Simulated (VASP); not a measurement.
Set up this calculation in VASP 6.6.1, as the native input.

```yaml
Task: single point
Functional: PBE
Potentials_or_basis: VASP PAW PBE potentials, release 64 (Al, Ga_d, P)
Cutoff: 520 eV
k_mesh: 6 × 6 × 6
Occupations: gaussian, width 0.02 eV
Spin: no spin polarisation
Dipole_correction: no
Further_INCAR_settings: ALGO = Normal; EDIFF = 1e-06; NBANDS = 41
```

The structure of AlGa3P4 lies in POSCAR:

```
AlGa3P4
1.0
    5.5071724909      0.0000000000      0.0000000000
    0.0000000000      5.5071724909      0.0000000000
    0.0000000000      0.0000000000      5.5071724909
Al Ga P
1 3 4
Direct
    0.0000000000      0.0000000000      0.0000000000
    0.5000000000      0.0000000000      0.5000000000
    0.5000000000      0.5000000000      0.0000000000
    0.0000000000      0.5000000000      0.5000000000
    0.7505047992      0.2494952008      0.2494952008
    0.7505047992      0.7505047992      0.7505047992
    0.2494952008      0.2494952008      0.7505047992
    0.2494952008      0.7505047992      0.2494952008
```

One way to write it, as run:

INCAR

```
SYSTEM = AlGa3P4
PREC = Accurate
ENCUT = 520
EDIFF = 1E-6
ISMEAR = 0
SIGMA = 0.02
LREAL = .FALSE.
LASPH = .TRUE.
NELM = 100
ALGO = Normal
ISIF = 2
LWAVE = .FALSE.
LCHARG = .FALSE.
GGA = PE
NBANDS = 41
```

KPOINTS

```
regular mesh
0
G
  6 6 6
  0 0 0
```

Potentials or basis: VASP PAW PBE potentials, release 64 (Al, Ga_d, P).

Run with:

```console
$ cat potpaw_PBE.64/Al/POTCAR potpaw_PBE.64/Ga_d/POTCAR potpaw_PBE.64/P/POTCAR > POTCAR
$ mpirun -np 1 vasp_std > vasp.out
```

Results of the run:

```json
{
  "Pressure": "0.0 GPa",
  "Largest force": "0.005 eV/Å",
  "Band gap on the k mesh": "1.64 eV (least direct gap 1.72 eV)"
}
```

Wall time 3.8 min on 1 thread of Intel Xeon 8259CL, on a shared host, peak memory 0.32 GiB.
